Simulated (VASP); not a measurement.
# WC in VASP: a series of runs

Runs on WC. Level: r2SCAN. Tasks: single point.

Everything below comes from runs of VASP 6.6.1. Logs are shortened: lines on timing, memory, paths and dates and some standing lists are left out, and cuts for length are marked.

### Step 1. The cell of the first run

It takes space group R-3m (No. 166, trigonal). The conventional cell has a = 3.096 Å, b = 3.096 Å, c = 7.621 Å, α = 90.00°, β = 90.00°, γ = 120.00°. W (site symmetry -3m) has 6 C at 2.19 Å within 2.9 Å. Within 2.9 Å of C (site symmetry -3m) lie 6 W at 2.19 Å.

### Step 2. Single point, r2SCAN

File POSCAR:

```
WC
1.0
    0.0073089467      2.1963384733      2.1963384733
    2.1963384733      0.0073089467      2.1963384733
    2.1963384733      2.1963384733      0.0073089467
W C
1 1
Direct
    0.0000000000      0.0000000000      0.0000000000
    0.5000000000      0.5000000000      0.5000000000
```

File INCAR.step1:

```
SYSTEM = WC
PREC = Accurate
ENCUT = 910
ISMEAR = -1
SIGMA = 0.1
LREAL = .FALSE.
LASPH = .TRUE.
NELM = 120
NBANDS = 16
GGA = PE
ALGO = Normal
EDIFF = 1E-5
LWAVE = .TRUE.
LCHARG = .FALSE.
GGA_COMPAT = .FALSE.
```

File INCAR.step2:

```
SYSTEM = WC
PREC = Accurate
ENCUT = 910
EDIFF = 1E-6
ISMEAR = -1
SIGMA = 0.1
LREAL = .FALSE.
LASPH = .TRUE.
NELM = 120
ALGO = Normal
ISIF = 2
LWAVE = .FALSE.
LCHARG = .FALSE.
METAGGA = R2SCAN
LMIXTAU = .TRUE.
NBANDS = 16
ISTART = 1
GGA_COMPAT = .FALSE.
```

File KPOINTS:

```
regular mesh
0
G
  14 14 14
  0 0 0
```

Potentials or basis: VASP PAW PBE potentials, release 64 (W_sv, C_h).

Command:

```
> cat potpaw_PBE.64/W_sv/POTCAR potpaw_PBE.64/C_h/POTCAR > POTCAR
> cp INCAR.step1 INCAR
> mpirun -np 1 vasp_std > vasp.out
> cp INCAR.step2 INCAR
> mpirun -np 1 vasp_std > vasp.out
```

OUTCAR:

```text
SYSTEM = WC
   PREC = Accurate
   ENCUT = 910
   EDIFF = 1E-6
   ISMEAR = -1
   LREAL = .FALSE.
   LASPH = .TRUE.
   NELM = 120
   ISIF = 2
   METAGGA = R2SCAN
   ISTART = 1

 ion  position               nearest neighbor table
   1  0.000  0.000  0.000-   2 2.19   2 2.19   2 2.19   2 2.19   2 2.19   2 2.19
   2  0.500  0.500  0.500-   1 2.19   1 2.19   1 2.19   1 2.19   1 2.19   1 2.19

  LATTYP: Found a trigonal (rhomboedric) cell.
 ALAT       =     3.1061002558
 COS(alpha) =     0.5033250001

  Lattice vectors:

 A1 = (   0.0073089467,   2.1963384733,   2.1963384733)
 A2 = (   2.1963384733,   0.0073089467,   2.1963384733)
 A3 = (   2.1963384733,   2.1963384733,   0.0073089467)

Analysis of symmetry for initial positions (statically):
=====================================================================
 Subroutine PRICEL returns:
 Original cell was already a primitive cell.

 Routine SETGRP: Setting up the symmetry group for a
 trigonal (rhombohedral) supercell.

 Subroutine GETGRP returns: Found 12 space group operations
 (whereof 12 operations were pure point group operations)
 out of a pool of 12 trial point group operations.

The static configuration has the point symmetry D_3d.

Analysis of symmetry for dynamics (positions and initial velocities):
=====================================================================
 Subroutine PRICEL returns:
 Original cell was already a primitive cell.

 Routine SETGRP: Setting up the symmetry group for a
 trigonal (rhombohedral) supercell.

 Subroutine GETGRP returns: Found 12 space group operations
 (whereof 12 operations were pure point group operations)
 out of a pool of 12 trial point group operations.

The dynamic configuration has the point symmetry D_3d.

 Subroutine INISYM returns: Found 12 space group operations
 (whereof 12 operations are pure point group operations),
 and found     1 'primitive' translations

----------------------------------------------------------------------------------------

                                     Primitive cell

  volume of cell :      21.0841

  direct lattice vectors                    reciprocal lattice vectors
     0.007308947  2.196338473  2.196338473    -0.228791142  0.228032299  0.228032299
     2.196338473  0.007308947  2.196338473     0.228032299 -0.228791142  0.228032299
     2.196338473  2.196338473  0.007308947     0.228032299  0.228032299 -0.228791142

[... 75 lines left out ...]
   ISTART =      1    job   : 0-new  1-cont  2-samecut
   ICHARG =      0    charge: 1-file 2-atom 10-const
   ISPIN  =      1    spin polarized calculation?
   LNONCOLLINEAR =      F non collinear calculations
   LSORBIT =      F    spin-orbit coupling
   LASPH  =      T    aspherical Exc in radial PAW
   ENCUT  =  910.0 eV  66.88 Ry    8.18 a.u.   7.64  7.64  7.64*2*pi/ulx,y,z
   NELM   =    120;   NELMIN=  2; NELMDL=  0     # of ELM steps
   EDIFF  = 0.1E-05   stopping-criterion for ELM
   LREAL  =      F    real-space projection
   EDIFFG = 0.1E-04   stopping-criterion for IOM
   NSW    =      0    number of steps for IOM
   IBRION =     -1    ionic relax: 0-MD 1-quasi-New 2-CG
   NFREE  =      0    steps in history (QN), initial steepest desc. (CG)
   ISIF   =      2    stress and relaxation
   ISYM   =      2    0-nonsym 1-usesym 2-fastsym
   POTIM  = 0.5000    time-step for ionic-motion
   TEBEG  =    0.0;   TEEND  =   0.0 temperature during run
   PSTRESS=    0.0 pullay stress
   NELECT =      18.0000    total number of electrons
   NUPDOWN=      -1.0000    fix difference up-down
   EMIN   =  10.00;   EMAX   =-10.00  energy-range for DOS
   EFERMI =   0.00;   METHOD = LEGACY
   ISMEAR =    -1;   SIGMA  =   0.10  broadening in eV -4-tet -1-fermi 0-gaus
   EFERMI_NEDOS =   21; number of points for ismear=-14 and -15
   IALGO  =     38    algorithm
   IMIX   =      4    mixing-type and parameters
     AMIX     =   0.40;   BMIX     =  1.00
     AMIX_MAG =   1.60;   BMIX_MAG =  1.00
  volume/ion in A,a.u.               =      10.54        71.14
  Fermi-wavevector in a.u.,A,eV,Ry     =   1.553034  2.934808 32.816069  2.411913
  Thomas-Fermi vector in A             =   2.657323
   LORBIT       =      0    0 simple, 1 ext, 2 COOP (PROOUT), +10 PAW based schemes
   METAGGA = R2SCAN    functional components
   LHFCALC =     F    Hartree Fock is set to
   AEXX    =    0.0000 exact exchange contribution
   IVDW    =     0    specifies the selected vdW correction
   LEPSILON=     F    determine dielectric tensor
   LRPA    =     F    only Hartree local field effects (RPA)
 non-spin polarized calculation
  energy-cutoff  :      910.00
  volume of cell :       21.08
 maximum number of plane-waves:      1351
   NGX = 15   NGY = 15   NGZ = 15

 number of electron      18.0000000 magnetization

 Free energy of the ion-electron system (eV)
  ---------------------------------------------------
  ext. energy  EPLUGINS =         0.00000000
  ---------------------------------------------------
  free energy    TOTEN  =       -60.64557802 eV

  energy without entropy =      -60.61133102  energy(sigma->0) =      -60.62845452

 E-fermi :  12.7296     XC(G=0): -14.8549

 val. band max:       12.7271368713   @ k =   0.2143   0.0714   0.0714
 cond. band min:      12.7312777348   @ k =  -0.2143   0.3571   0.0714
 fundamental gap:      0.0041408635
 Fermi energy:        12.7295836844

 k-point     1 :       0.0000    0.0000    0.0000
  band No.  band energies     occupation
      1     -64.7305      2.00000
      2     -28.0704      2.00000
      3     -28.0630      2.00000
      4     -28.0630      2.00000
      5      -3.9771      2.00000
      6       9.8420      2.00000
[... 433 lines left out ...]
      3     -28.1488      2.00000
      4     -28.1341      2.00000
      5      -2.1613      2.00000
      6       5.6007      2.00000
[... 8 lines left out ...]
     15      26.3609      0.00000
     16      28.6948      0.00000

 [... further k-points ...]
[... 5 lines left out ...]
  --------------------------------------------------------------------------------------
  -------------------------------------------------------------------------------------
  Total       -0.4681067     -0.4681067     -0.4681067     -0.0444550     -0.0444550     -0.0444550
  in kB      -35.5713994    -35.5713994    -35.5713994     -3.3781295     -3.3781295     -3.3781295
  external PRESSURE =     -35.5713994 kB  Pullay stress =       0.0000000 kB

 VOLUME and BASIS-vectors are now :
 -----------------------------------------------------------------------------
  energy-cutoff  :      910.00
  volume of cell :       21.08
      direct lattice vectors                 reciprocal lattice vectors
     0.007308947  2.196338473  2.196338473    -0.228791142  0.228032299  0.228032299
     2.196338473  0.007308947  2.196338473     0.228032299 -0.228791142  0.228032299
     2.196338473  2.196338473  0.007308947     0.228032299  0.228032299 -0.228791142

 POSITION                                       TOTAL-FORCE (eV/Angst)
 -----------------------------------------------------------------------------------
      0.00000      0.00000      0.00000         0.000000     -0.000000     -0.000000
      2.19999      2.19999      2.19999         0.000000      0.000000      0.000000
 -----------------------------------------------------------------------------------
    total drift:                                0.000000     -0.000000     -0.000000

  FREE ENERGIE OF THE ION-ELECTRON SYSTEM (eV)
  ---------------------------------------------------
  free  energy   TOTEN  =       -60.6455780201 eV

  energy  without entropy=      -60.6113310199  energy(sigma->0) =      -60.62845452
```

OUTCAR.step1:

```text
SYSTEM = WC
   PREC = Accurate
   ENCUT = 910
   ISMEAR = -1
   LREAL = .FALSE.
   LASPH = .TRUE.
[... 677 lines left out ...]
      0.00000      0.00000      0.00000         0.000000      0.000000      0.000000
      2.19999      2.19999      2.19999        -0.000000     -0.000000     -0.000000
 -----------------------------------------------------------------------------------
    total drift:                                0.000000     -0.000000     -0.000000

  FREE ENERGIE OF THE ION-ELECTRON SYSTEM (eV)
  ---------------------------------------------------
  free  energy   TOTEN  =       -21.5759616971 eV

  energy  without entropy=      -21.5408131274  energy(sigma->0) =      -21.55838741
```

It took 6.8 min on 1 thread of Intel Xeon Platinum 8488C (Sapphire Rapids), shared host; peak memory 0.36 GiB.

What came out:

- Free energy: -60.6456 eV
- Pressure: -3.6 GPa
- Band gap on the k mesh: zero (bands 9 and 10 overlap by 3.24 eV)

Caveat: the cutoff is under 1.25 times the usual one of these potentials, so pressure, stress and relaxed cells hold a basis-set (Pulay) error; the cell stands under tension; the PAW data sets were made with another functional, which shifts forces and pressure a little; spin-orbit coupling is left out, which moves the levels of the heavy elements.

### Step 3. Single point, r2SCAN

File POSCAR:

```
WC
1.0
    0.0000000000      2.1926840000      2.1926840000
    2.1926840000      0.0000000000      2.1926840000
    2.1926840000      2.1926840000      0.0000000000
W C
1 1
Direct
    0.0000000000      0.0000000000      0.0000000000
    0.5000000000      0.5000000000      0.5000000000
```

File INCAR.step1:

```
SYSTEM = WC
ALGO = Normal
EDIFF = 1E-5
ENCUT = 910
GGA = PE
GGA_COMPAT = .FALSE.
ISMEAR = -1
LASPH = .TRUE.
LCHARG = .FALSE.
LREAL = .FALSE.
LWAVE = .TRUE.
NBANDS = 16
NELM = 120
PREC = Accurate
SIGMA = 0.1
```

File INCAR.step2:

```
SYSTEM = WC
ALGO = Normal
EDIFF = 1E-6
ENCUT = 910
GGA_COMPAT = .FALSE.
ISIF = 2
ISMEAR = -1
ISTART = 1
LASPH = .TRUE.
LCHARG = .FALSE.
LMIXTAU = .TRUE.
LREAL = .FALSE.
LWAVE = .FALSE.
METAGGA = R2SCAN
NBANDS = 16
NELM = 120
PREC = Accurate
SIGMA = 0.1
```

File KPOINTS:

```
k-points
0
G
  14 14 14
  0 0 0
```

Potentials or basis: VASP PAW PBE potentials, release 64 (W_sv, C_h).

Command:

```
> cat potpaw_PBE.64/W_sv/POTCAR potpaw_PBE.64/C_h/POTCAR > POTCAR
> cp INCAR.step1 INCAR
> mpirun -np 1 vasp_std > vasp.out
> cp INCAR.step2 INCAR
> mpirun -np 1 vasp_std > vasp.out
```

Run time: 1.8 min. Hardware: 1 thread of Intel Xeon 6975P-C (Granite Rapids), shared host; peak memory 0.25 GiB.

It converged, with:

| Quantity | Value |
| --- | --- |
| Free energy | -60.6458 eV |
| Pressure | -3.6 GPa |
| Band gap on the k mesh | zero (bands 9 and 10 overlap by 3.27 eV) |

Levels at points of the mesh, in eV from the Fermi level:
```csv
k point,band 7,band 8,band 9,band 10,band 11,band 12
"(0.00, 0.00, 0.00)",-2.84,-2.84,-1.16,-1.16,-1.16,-1.02
"(0.50, 0.00, 0.00)",-6.93,-6.93,1.09,1.09,2.49,5.36
"(0.50, 0.50, 0.00)",-5.88,-2.70,-2.70,0.85,2.34,2.34
```

Caveat: the cutoff is under 1.25 times the usual one of these potentials, so pressure, stress and relaxed cells hold a basis-set (Pulay) error; the cell stands under tension; the PAW data sets were made with another functional, which shifts forces and pressure a little; spin-orbit coupling is left out, which moves the levels of the heavy elements.

### Step 4. Single point, r2SCAN

File POSCAR:

```
WC
1.0
   -0.0146178933      2.1853750533      2.1853750533
    2.1853750533     -0.0146178933      2.1853750533
    2.1853750533      2.1853750533     -0.0146178933
W C
1 1
Direct
    0.0000000000      0.0000000000      0.0000000000
    0.5000000000      0.5000000000      0.5000000000
```

File INCAR.step1:

```
PREC = Accurate
ENCUT = 910
ISMEAR = -1
SIGMA = 0.1
LREAL = F
LASPH = T
NELM = 120
NBANDS = 16
GGA = PE
ALGO = Normal
EDIFF = 1E-5
LWAVE = T
LCHARG = F
GGA_COMPAT = F
```

File INCAR.step2:

```
PREC = Accurate
ENCUT = 910
EDIFF = 1E-6
ISMEAR = -1
SIGMA = 0.1
LREAL = F
LASPH = T
NELM = 120
ALGO = Normal
ISIF = 2
LWAVE = F
LCHARG = T
METAGGA = R2SCAN
LMIXTAU = T
LELF = T
LVHAR = T
NBANDS = 16
ISTART = 1
GGA_COMPAT = F
```

File KPOINTS:

```
regular mesh
0
Gamma
  14 14 14
```

Potentials or basis: VASP PAW PBE potentials, release 64 (W_sv, C_h).

Command:

```
> cat potpaw_PBE.64/W_sv/POTCAR potpaw_PBE.64/C_h/POTCAR > POTCAR
> cp INCAR.step1 INCAR
> mpirun -np 1 vasp_std > vasp.out
> cp INCAR.step2 INCAR
> mpirun -np 1 vasp_std > vasp.out
```

OUTCAR:

```text
PREC = Accurate
   ENCUT = 910
   EDIFF = 1E-6
   ISMEAR = -1
   LREAL = F
   LASPH = T
   NELM = 120
   ISIF = 2
   METAGGA = R2SCAN
   ISTART = 1

 ion  position               nearest neighbor table
   1  0.000  0.000  0.000-   2 2.19   2 2.19   2 2.19   2 2.19   2 2.19   2 2.19
   2  0.500  0.500  0.500-   1 2.19   1 2.19   1 2.19   1 2.19   1 2.19   1 2.19

  LATTYP: Found a trigonal (rhomboedric) cell.
 ALAT       =     3.0906216090
 COS(alpha) =     0.4933000011

  Lattice vectors:

 A1 = (  -0.0146178933,   2.1853750533,   2.1853750533)
 A2 = (   2.1853750533,  -0.0146178933,   2.1853750533)
 A3 = (   2.1853750533,   2.1853750533,  -0.0146178933)

Analysis of symmetry for initial positions (statically):
=====================================================================
 Subroutine PRICEL returns:
 Original cell was already a primitive cell.

 Routine SETGRP: Setting up the symmetry group for a
 trigonal (rhombohedral) supercell.

 Subroutine GETGRP returns: Found 12 space group operations
 (whereof 12 operations were pure point group operations)
 out of a pool of 12 trial point group operations.

The static configuration has the point symmetry D_3d.

Analysis of symmetry for dynamics (positions and initial velocities):
=====================================================================
 Subroutine PRICEL returns:
 Original cell was already a primitive cell.

 Routine SETGRP: Setting up the symmetry group for a
 trigonal (rhombohedral) supercell.

 Subroutine GETGRP returns: Found 12 space group operations
 (whereof 12 operations were pure point group operations)
 out of a pool of 12 trial point group operations.

The dynamic configuration has the point symmetry D_3d.

 Subroutine INISYM returns: Found 12 space group operations
 (whereof 12 operations are pure point group operations),
[... 105 lines left out ...]
   TEBEG  =    0.0;   TEEND  =   0.0 temperature during run
   PSTRESS=    0.0 pullay stress
   NELECT =      18.0000    total number of electrons
   NUPDOWN=      -1.0000    fix difference up-down
   EMIN   =  10.00;   EMAX   =-10.00  energy-range for DOS
   EFERMI =   0.00;   METHOD = LEGACY
   ISMEAR =    -1;   SIGMA  =   0.10  broadening in eV -4-tet -1-fermi 0-gaus
   EFERMI_NEDOS =   21; number of points for ismear=-14 and -15
   IALGO  =     38    algorithm
   IMIX   =      4    mixing-type and parameters
     AMIX     =   0.40;   BMIX     =  1.00
     AMIX_MAG =   1.60;   BMIX_MAG =  1.00
  volume/ion in A,a.u.               =      10.54        71.14
  Fermi-wavevector in a.u.,A,eV,Ry     =   1.553046  2.934832 32.816618  2.411953
  Thomas-Fermi vector in A             =   2.657334
   LORBIT       =      0    0 simple, 1 ext, 2 COOP (PROOUT), +10 PAW based schemes
   METAGGA = R2SCAN    functional components
   LHFCALC =     F    Hartree Fock is set to
   AEXX    =    0.0000 exact exchange contribution
   IVDW    =     0    specifies the selected vdW correction
   LEPSILON=     F    determine dielectric tensor
   LRPA    =     F    only Hartree local field effects (RPA)
 non-spin polarized calculation
  energy-cutoff  :      910.00
  volume of cell :       21.08
 maximum number of plane-waves:      1339
   NGX = 15   NGY = 15   NGZ = 15

 number of electron      18.0000000 magnetization

 Free energy of the ion-electron system (eV)
  ---------------------------------------------------
  ext. energy  EPLUGINS =         0.00000000
  ---------------------------------------------------
  free energy    TOTEN  =       -60.64492401 eV

  energy without entropy =      -60.61088498  energy(sigma->0) =      -60.62790450

 E-fermi :  12.7296     XC(G=0): -14.8550

 val. band max:       12.7267952694   @ k =  -0.1429   0.0714   0.0000
 cond. band min:      12.7310037626   @ k =  -0.3571   0.3571   0.2857
 fundamental gap:      0.0042084932
 Fermi energy:        12.7295704146

 k-point     1 :       0.0000    0.0000    0.0000
  band No.  band energies     occupation
      1     -64.7300      2.00000
      2     -28.0698      2.00000
      3     -28.0698      2.00000
      4     -28.0552      2.00000
      5      -3.9769      2.00000
      6       9.8410      2.00000
[... 433 lines left out ...]
      3     -28.1413      2.00000
      4     -28.1357      2.00000
      5      -2.1637      2.00000
      6       5.5893      2.00000
[... 8 lines left out ...]
     15      26.3303      0.00000
     16      28.7143      0.00000

 [... further k-points ...]
[... 5 lines left out ...]
  --------------------------------------------------------------------------------------
  -------------------------------------------------------------------------------------
  Total       -0.4710962     -0.4710962     -0.4710962      0.0906515      0.0906515      0.0906515
  in kB      -35.7994652    -35.7994652    -35.7994652      6.8887724      6.8887724      6.8887724
  external PRESSURE =     -35.7994652 kB  Pullay stress =       0.0000000 kB

 VOLUME and BASIS-vectors are now :
 -----------------------------------------------------------------------------
  energy-cutoff  :      910.00
  volume of cell :       21.08
      direct lattice vectors                 reciprocal lattice vectors
    -0.014617893  2.185375053  2.185375053    -0.226510793  0.228036119  0.228036119
     2.185375053 -0.014617893  2.185375053     0.228036119 -0.226510793  0.228036119
     2.185375053  2.185375053 -0.014617893     0.228036119  0.228036119 -0.226510793

 POSITION                                       TOTAL-FORCE (eV/Angst)
 -----------------------------------------------------------------------------------
      0.00000      0.00000      0.00000        -0.000000      0.000000     -0.000000
      2.17807      2.17807      2.17807         0.000000     -0.000000      0.000000
 -----------------------------------------------------------------------------------
    total drift:                               -0.000000      0.000000      0.000000

  FREE ENERGIE OF THE ION-ELECTRON SYSTEM (eV)
  ---------------------------------------------------
  free  energy   TOTEN  =       -60.6449240140 eV

  energy  without entropy=      -60.6108849823  energy(sigma->0) =      -60.62790450
```

OUTCAR.step1:

```text
PREC = Accurate
   ENCUT = 910
   ISMEAR = -1
   LREAL = F
   LASPH = T
   NELM = 120
[... 675 lines left out ...]
 -----------------------------------------------------------------------------------
      0.00000      0.00000      0.00000        -0.000000      0.000000     -0.000000
      2.17807      2.17807      2.17807         0.000000      0.000000      0.000000
 -----------------------------------------------------------------------------------
    total drift:                               -0.000000      0.000000      0.000000

  FREE ENERGIE OF THE ION-ELECTRON SYSTEM (eV)
  ---------------------------------------------------
  free  energy   TOTEN  =       -21.5753116402 eV

  energy  without entropy=      -21.5403132983  energy(sigma->0) =      -21.55781247
```

Wall time 13 min (1 thread of Intel Xeon Platinum 8259CL at 2.50GHz (Skylake/Cascade Lake), shared host); peak memory 0.36 GiB.

What came out:

```
Free energy            : -60.6449 eV
Pressure               : -3.6 GPa
Band gap on the k mesh : zero (bands 9 and 10 overlap by 3.37 eV)
```

Caveat: the cutoff is under 1.25 times the usual one of these potentials, so pressure, stress and relaxed cells hold a basis-set (Pulay) error; the cell stands under tension; the PAW data sets were made with another functional, which shifts forces and pressure a little; spin-orbit coupling is left out, which moves the levels of the heavy elements.

[end of part 1 of 2]
